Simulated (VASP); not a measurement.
# GaN (F-43m) in VASP: settings compared

Aim: see how the results for GaN move with the level of theory and the settings. Levels: PBE+D3(BJ), BLYP+D3(BJ). Tasks: single point.

Program: VASP 6.6.1. These are calculated values, not measurements. Logs are shortened: lines on timing, memory, paths and dates and some standing lists are left out, and cuts for length are marked.

### Step 1. The cell of the first run

The structure is cubic, space group F-43m (No. 216). Conventional cell: a = 4.517 Å, b = 4.517 Å, c = 4.517 Å, α = 90.00°, β = 90.00°, γ = 90.00°. Within 2.6 Å of Ga (site symmetry -43m) lie 4 N at 1.96 Å. N (site symmetry -43m) has 4 Ga at 1.96 Å within 2.6 Å.

### Step 2. Single point, PBE+D3(BJ)

Input file INCAR:

```
SYSTEM = GaN
PREC = Accurate ; ENCUT = 520
EDIFF = 1E-6 ; ISMEAR = -1
SIGMA = 0.05 ; LREAL = .False.
LASPH = .True. ; NELM = 60
ALGO = Normal ; ISIF = 2
LWAVE = .False. ; LCHARG = .False.
GGA = PE ; IVDW = 12
NBANDS = 16
```

Input file KPOINTS:

```
Automatic mesh
0
Gamma
  10 10 10
  0 0 0
```

Input file POSCAR:

```
GaN
1.0
    0.0000000000      2.2585795209      2.2585795209
    2.2585795209      0.0000000000      2.2585795209
    2.2585795209      2.2585795209      0.0000000000
Ga N
1 1
Direct
    0.0000000000      0.0000000000      0.0000000000
    0.2500000000      0.2500000000      0.2500000000
```

Potentials or basis: VASP PAW PBE potentials, release 64 (Ga_d, N).

Launch:

```console
$ cat potpaw_PBE.64/Ga_d/POTCAR potpaw_PBE.64/N/POTCAR > POTCAR
$ mpirun -np 1 vasp_std > vasp.out
```

OUTCAR:

```text
SYSTEM = GaN
   PREC = Accurate
   ENCUT = 520
   EDIFF = 1E-6
   ISMEAR = -1
   LREAL = .False.
   LASPH = .True.
   NELM = 60
   ISIF = 2
   GGA = PE
   IVDW = 12
 IVDW          = 12

 ion  position               nearest neighbor table
   1  0.000  0.000  0.000-   2 1.96   2 1.96   2 1.96   2 1.96
   2  0.250  0.250  0.250-   1 1.96   1 1.96   1 1.96   1 1.96

  LATTYP: Found a face centered cubic cell.
 ALAT       =     4.5171590418

  Lattice vectors:

 A1 = (   0.0000000000,   2.2585795209,   2.2585795209)
 A2 = (   2.2585795209,   0.0000000000,   2.2585795209)
 A3 = (   2.2585795209,   2.2585795209,   0.0000000000)

Analysis of symmetry for initial positions (statically):
=====================================================================
 Subroutine PRICEL returns:
 Original cell was already a primitive cell.

 Routine SETGRP: Setting up the symmetry group for a
 face centered cubic supercell.

 Subroutine GETGRP returns: Found 24 space group operations
 (whereof 24 operations were pure point group operations)
 out of a pool of 48 trial point group operations.

The static configuration has the point symmetry T_d .

Analysis of symmetry for dynamics (positions and initial velocities):
=====================================================================
 Subroutine PRICEL returns:
 Original cell was already a primitive cell.

 Routine SETGRP: Setting up the symmetry group for a
 face centered cubic supercell.

 Subroutine GETGRP returns: Found 24 space group operations
 (whereof 24 operations were pure point group operations)
 out of a pool of 48 trial point group operations.

The dynamic configuration has the point symmetry T_d .

 Subroutine INISYM returns: Found 24 space group operations
 (whereof 24 operations are pure point group operations),
 and found     1 'primitive' translations

----------------------------------------------------------------------------------------

                                     Primitive cell

  volume of cell :      23.0428

  direct lattice vectors                    reciprocal lattice vectors
     0.000000000  2.258579521  2.258579521    -0.221378081  0.221378081  0.221378081
     2.258579521  0.000000000  2.258579521     0.221378081 -0.221378081  0.221378081
     2.258579521  2.258579521  0.000000000     0.221378081  0.221378081 -0.221378081

  length of vectors
     3.194113790  3.194113790  3.194113790     0.383438084  0.383438084  0.383438084

  position of ions in fractional coordinates (direct lattice)
     0.000000000  0.000000000  0.000000000
     0.250000000  0.250000000  0.250000000

  ion indices of the primitive-cell ions
   primitive index   ion index
                 1           1
                 2           2

----------------------------------------------------------------------------------------

 KPOINTS: Automatic mesh

Automatic generation of k-mesh.
 Grid dimensions read from file:
 generate k-points for:   10   10   10

 Generating k-lattice:

  Cartesian coordinates                     Fractional coordinates (reciprocal lattice)
    -0.022137808  0.022137808  0.022137808     0.100000000  0.000000000  0.000000000
     0.022137808 -0.022137808  0.022137808     0.000000000  0.100000000  0.000000000
     0.022137808  0.022137808 -0.022137808     0.000000000  0.000000000  0.100000000

  Length of vectors
     0.038343808  0.038343808  0.038343808

  Shift w.r.t. Gamma in fractional coordinates (k-lattice)
     0.000000000  0.000000000  0.000000000

 Subroutine IBZKPT returns following result:
 ===========================================

 Found     47 irreducible k-points:

 Following reciprocal coordinates:
            Coordinates               Weight
  0.000000  0.000000  0.000000      1.000000
  0.100000  0.000000  0.000000      8.000000
  0.200000  0.000000  0.000000      8.000000
  0.300000  0.000000  0.000000      8.000000
  0.400000  0.000000  0.000000      8.000000
  0.500000  0.000000  0.000000      4.000000
[... 16 lines left out ...]
  0.300000  0.300000  0.000000      6.000000
  0.400000  0.300000  0.000000     24.000000
 [... further k-points ...]
   k-points           NKPTS =     47   k-points in BZ     NKDIM =     47   number of bands    NBANDS=     16
   number of dos      NEDOS =    301   number of ions     NIONS =      2
   total plane-waves  NPLWV =  13824
   dimension x,y,z NGX =    24 NGY =   24 NGZ =   24
   dimension x,y,z NGXF=    48 NGYF=   48 NGZF=   48
   ions per type =               1   1
   NGX,Y,Z   is equivalent  to a cutoff of  12.49, 12.49, 12.49 a.u.
   NGXF,Y,Z  is equivalent  to a cutoff of  24.98, 24.98, 24.98 a.u.
 SYSTEM =  GaN
   PREC   = accura    normal or accurate (medium, high low for compatibility)
   ISTART =      0    job   : 0-new  1-cont  2-samecut
   ICHARG =      2    charge: 1-file 2-atom 10-const
   ISPIN  =      1    spin polarized calculation?
   LNONCOLLINEAR =      F non collinear calculations
   LSORBIT =      F    spin-orbit coupling
   LASPH  =      T    aspherical Exc in radial PAW
   ENCUT  =  520.0 eV  38.22 Ry    6.18 a.u.   5.94  5.94  5.94*2*pi/ulx,y,z
   NELM   =     60;   NELMIN=  2; NELMDL= -5     # of ELM steps
   EDIFF  = 0.1E-05   stopping-criterion for ELM
   LREAL  =      F    real-space projection
   EDIFFG = 0.1E-04   stopping-criterion for IOM
   NSW    =      0    number of steps for IOM
   IBRION =     -1    ionic relax: 0-MD 1-quasi-New 2-CG
   NFREE  =      0    steps in history (QN), initial steepest desc. (CG)
   ISIF   =      2    stress and relaxation
   ISYM   =      2    0-nonsym 1-usesym 2-fastsym
   POTIM  = 0.5000    time-step for ionic-motion
   TEBEG  =    0.0;   TEEND  =   0.0 temperature during run
   PSTRESS=    0.0 pullay stress
   NELECT =      18.0000    total number of electrons
   NUPDOWN=      -1.0000    fix difference up-down
   EMIN   =  10.00;   EMAX   =-10.00  energy-range for DOS
   EFERMI =   0.00;   METHOD = LEGACY
   ISMEAR =    -1;   SIGMA  =   0.05  broadening in eV -4-tet -1-fermi 0-gaus
   EFERMI_NEDOS =   21; number of points for ismear=-14 and -15
   IALGO  =     38    algorithm
   IMIX   =      4    mixing-type and parameters
     AMIX     =   0.40;   BMIX     =  1.00
     AMIX_MAG =   1.60;   BMIX_MAG =  1.00
  volume/ion in A,a.u.               =      11.52        77.75
  Fermi-wavevector in a.u.,A,eV,Ry     =   1.507719  2.849175 30.928971  2.273215
  Thomas-Fermi vector in A             =   2.618268
   LORBIT       =      0    0 simple, 1 ext, 2 COOP (PROOUT), +10 PAW based schemes
   GGA     = PE    functional components
   LHFCALC =     F    Hartree Fock is set to
   AEXX    =    0.0000 exact exchange contribution
   IVDW    =    12    specifies the selected vdW correction
   LEPSILON=     F    determine dielectric tensor
   LRPA    =     F    only Hartree local field effects (RPA)
 non-spin polarized calculation
  energy-cutoff  :      520.00
  volume of cell :       23.04
 maximum number of plane-waves:       636
   NGX = 11   NGY = 11   NGZ = 11

 number of electron      17.9999998 magnetization

 Free energy of the ion-electron system (eV)
  ---------------------------------------------------
  ext. energy  EPLUGINS =         0.00000000
  ---------------------------------------------------
  free energy    TOTEN  =       -12.14755772 eV

  energy without entropy =      -12.14755772  energy(sigma->0) =      -12.14755772

 E-fermi :   6.1016     XC(G=0): -11.6309

 val. band max:        5.2080231616   @ k =   0.0000   0.0000   0.0000
 cond. band min:       6.8888181944   @ k =   0.0000   0.0000   0.0000
 fundamental gap:      1.6807950329
 Fermi energy:         6.1015951539

 k-point     1 :       0.0000    0.0000    0.0000
  band No.  band energies     occupation
      1     -10.6680      2.00000
      2      -8.2283      2.00000
      3      -8.2283      2.00000
      4      -8.2283      2.00000
      5      -7.9154      2.00000
      6      -7.9154      2.00000
[... 8 lines left out ...]
     15      24.0124      0.00000
     16      24.0124      0.00000

 k-point     2 :       0.1000    0.0000    0.0000
  band No.  band energies     occupation
      1     -10.5596      2.00000
      2      -8.2150      2.00000
      3      -8.2150      2.00000
      4      -8.1889      2.00000
      5      -7.9167      2.00000
      6      -7.9167      2.00000
[... 8 lines left out ...]
     15      22.7164      0.00000
     16      22.7192      0.00000

 k-point     3 :       0.2000    0.0000    0.0000
  band No.  band energies     occupation
      1     -10.2875      2.00000
      2      -8.1840      2.00000
      3      -8.1840      2.00000
      4      -8.0245      2.00000
      5      -7.9154      2.00000
      6      -7.9154      2.00000
[... 8 lines left out ...]
     15      21.9513      0.00000
     16      21.9513      0.00000

 k-point     4 :       0.3000    0.0000    0.0000
  band No.  band energies     occupation
      1     -10.0007      2.00000
      2      -8.1565      2.00000
      3      -8.1565      2.00000
      4      -7.9021      2.00000
      5      -7.9021      2.00000
      6      -7.6274      2.00000
[... 8 lines left out ...]
     15      22.4241      0.00000
     16      22.4241      0.00000
[... 324 lines left out ...]
 k-point    22 :      -0.2000    0.2000    0.0000
  band No.  band energies     occupation
      1      -9.9130      2.00000
      2      -8.1405      2.00000
      3      -8.1264      2.00000
      4      -7.9370      2.00000
      5      -7.9262      2.00000
      6      -7.4537      2.00000
[... 8 lines left out ...]
     15      22.5144      0.00000
     16      25.6858      0.00000

 k-point    23 :       0.3000    0.3000    0.0000
  band No.  band energies     occupation
      1      -9.8296      2.00000
      2      -8.0813      2.00000
      3      -8.0424      2.00000
      4      -8.0424      2.00000
      5      -7.8661      2.00000
      6      -7.4373      2.00000
[... 8 lines left out ...]
     15      27.1792      0.00000
     16      27.5562      0.00000

 k-point    24 :       0.4000    0.3000    0.0000
  band No.  band energies     occupation
      1      -9.7181      2.00000
      2      -8.0999      2.00000
      3      -8.0087      2.00000
      4      -8.0084      2.00000
      5      -7.8561      2.00000
      6      -6.9847      2.00000
[... 8 lines left out ...]
     15      27.4082      0.00000
     16      27.5626      0.00000

 [... further k-points ...]

------------------------ aborting loop because EDIFF is reached ----------------------------------------

 Edisp (eV)   -0.50466

 E8    (eV) :    -0.2047

  FORCE on cell =-STRESS in cart. coord.  units (eV):
  Direction    XX          YY          ZZ          XY          YZ          ZX
  --------------------------------------------------------------------------------------
  -------------------------------------------------------------------------------------
  Total       0.02523     0.02523     0.02523     0.00000     0.00000     0.00000
  in kB       1.75403     1.75403     1.75403     0.00000     0.00000     0.00000
  external pressure =        1.75 kB  Pullay stress =        0.00 kB

 VOLUME and BASIS-vectors are now :
 -----------------------------------------------------------------------------
  energy-cutoff  :      520.00
  volume of cell :       23.04
      direct lattice vectors                 reciprocal lattice vectors
     0.000000000  2.258579521  2.258579521    -0.221378081  0.221378081  0.221378081
     2.258579521  0.000000000  2.258579521     0.221378081 -0.221378081  0.221378081
     2.258579521  2.258579521  0.000000000     0.221378081  0.221378081 -0.221378081

 POSITION                                       TOTAL-FORCE (eV/Angst)
 -----------------------------------------------------------------------------------
      0.00000      0.00000      0.00000        -0.000000     -0.000000     -0.000000
      1.12929      1.12929      1.12929         0.000000      0.000000      0.000000
 -----------------------------------------------------------------------------------
    total drift:                                0.000002      0.000002      0.000001

  FREE ENERGIE OF THE ION-ELECTRON SYSTEM (eV)
  ---------------------------------------------------
  free  energy   TOTEN  =       -12.6522199112 eV

  energy  without entropy=      -12.6522199108  energy(sigma->0) =      -12.65221991
```

Run time: 9.1 s. Hardware: 1 thread of Intel Xeon Platinum 8488C (Sapphire Rapids), shared host; peak memory 0.14 GiB.

What came out:

| Quantity | Value |
| --- | --- |
| Free energy | -12.6522 eV |
| Pressure | 0.2 GPa |
| Band gap on the k mesh | 1.68 eV, direct |
| Dispersion energy per atom | -0.252 eV |

### Step 3. Single point, BLYP+D3(BJ)

This run uses another cell than the first one, of 11.62 Å³/atom, 1.008 times its volume.

Input file INCAR:

```
SYSTEM = GaN
PREC = Accurate ; ENCUT = 520
EDIFF = 1E-6 ; ISMEAR = -1
SIGMA = 0.05 ; LREAL = .False.
LASPH = .True. ; NELM = 80
ALGO = Normal ; ISIF = 2
LWAVE = .False. ; LCHARG = .False.
GGA = B5 ; ALDAX = 1.0
AGGAX = 1.0 ; AGGAC = 1.0
ALDAC = 0.0 ; IVDW = 12
VDW_S6 = 1.0 ; VDW_S8 = 2.6996
VDW_A1 = 0.4298 ; VDW_A2 = 4.2359
NBANDS = 16
```

Input file KPOINTS:

```
regular mesh
0
Gamma
  10 10 10
  0 0 0
```

Input file POSCAR:

```
GaN
1.0
    0.0000000000      2.2648500664      2.2648500664
    2.2648500664      0.0000000000      2.2648500664
    2.2648500664      2.2648500664      0.0000000000
Ga N
1 1
Direct
    0.0000000000      0.0000000000      0.0000000000
    0.2500000000      0.2500000000      0.2500000000
```

Potentials or basis: VASP PAW PBE potentials, release 64 (Ga_d, N).

Launch:

```console
$ cat potpaw_PBE.64/Ga_d/POTCAR potpaw_PBE.64/N/POTCAR > POTCAR
$ mpirun -np 1 vasp_std > vasp.out
```

Run time: 14 s. Hardware: 1 thread of Intel Xeon Platinum 8488C (Sapphire Rapids), shared host; peak memory 0.13 GiB.

The run converged. Its results:

```
Free energy                : -12.0864 eV
Pressure                   : 1.1 GPa
Band gap on the k mesh     : 1.71 eV, direct
Dispersion energy per atom : -0.551 eV
```

Levels at points of the mesh, in eV from the valence-band top:
```
           k point  band 5  band 6  band 7  band 8  band 9  band 10  band 11  band 12  band 13  band 14
(0.00, 0.00, 0.00)  -13.23  -13.23    0.00    0.00    0.00     1.71    10.21    10.21    10.21    17.65
(0.50, 0.00, 0.00)  -13.19  -11.92   -6.86   -0.94   -0.94     4.56     8.78    10.35    10.35    15.79
(0.50, 0.50, 0.00)  -13.16  -11.47   -6.04   -2.62   -2.62     3.59     6.59    11.75    13.77    13.77
```

Caveat: the PAW data sets were made with another functional, which shifts forces and pressure a little. Expect the measured gap to be larger: semilocal functionals such as BLYP lack the derivative discontinuity.
